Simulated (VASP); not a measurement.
Input of a VASP 6.6.1 run:

File INCAR:

```
  PREC = Accurate
  ENCUT = 520
  EDIFF = 1E-7
  ISMEAR = 1
  SIGMA = 0.1
  LREAL = False
  LASPH = True
  NELM = 100
  ALGO = Normal
  ISIF = 2
  LWAVE = False
  LCHARG = False
  GGA = CA
  NBANDS = 17
```

The input KPOINTS:

```
Automatic mesh
0
Gamma
  6 6 6
```

Contents of POSCAR:

```
Mg3Zr
1.0
    4.9859230000      0.0000000000      0.0000000000
    2.4929615000      4.3179359793      0.0000000000
    2.4929615000      1.4393119931      4.0709890823
Mg Zr
3 1
Direct
    0.0000000000      0.0000000000      0.0000000000
    0.2500000000      0.2500000000      0.2500000000
    0.7500000000      0.7500000000      0.7500000000
    0.5000000000      0.5000000000      0.5000000000
```

Potentials or basis: VASP PAW LDA potentials, release 64 (Mg, Zr_sv).

Launch:

```bash
$ cat potpaw_LDA.64/Mg/POTCAR potpaw_LDA.64/Zr_sv/POTCAR > POTCAR
$ mpirun -np 1 vasp_std > vasp.out
```

What does it give for the band gap on the k mesh?

Zero (band 9 reaches 4.60 eV, above the bottom of band 10 at 3.87 eV).

Estimate the pressure.

-3.9 GPa.
